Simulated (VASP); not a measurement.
# Sn: single point with RPBE

Sn:

```
Sn
1.0
     0.00000    3.23334    3.23334
     3.23334    0.00000    3.23334
     3.23334    3.23334    0.00000
Sn
2
Direct
  0.00000 0.00000 0.00000
  0.25000 0.25000 0.25000
```

| Property | Result |
| --- | --- |
| Program | VASP 6.6.1 |
| Task | single point |
| Functional | RPBE |
| Potentials or basis | VASP PAW PBE potentials, release 64 (Sn_d) |
| Cutoff | 500 eV |
| k mesh | 9 × 9 × 9 |
| Occupations | fermi-dirac, width 0.05 eV |
| Spin | no spin polarisation |

- Pressure: 5.2 GPa
- Band gap on the k mesh: zero (filled and empty bands touch)

Levels at points of the mesh, in eV from the Fermi level:
```
           k point  band 11  band 12  band 13  band 14  band 15  band 16  band 17  band 18
(0.00, 0.00, 0.00)   -10.68    -0.52     0.05     0.05     0.05     2.13     2.13     2.13
```

Run time: 90 s on 1 thread of Intel Xeon 8259CL (shared host), peak memory 0.21 GiB.

Caveat: the PAW data sets were made with another functional, which shifts forces and pressure a little; spin-orbit coupling is left out, which moves the levels of the heavy elements.
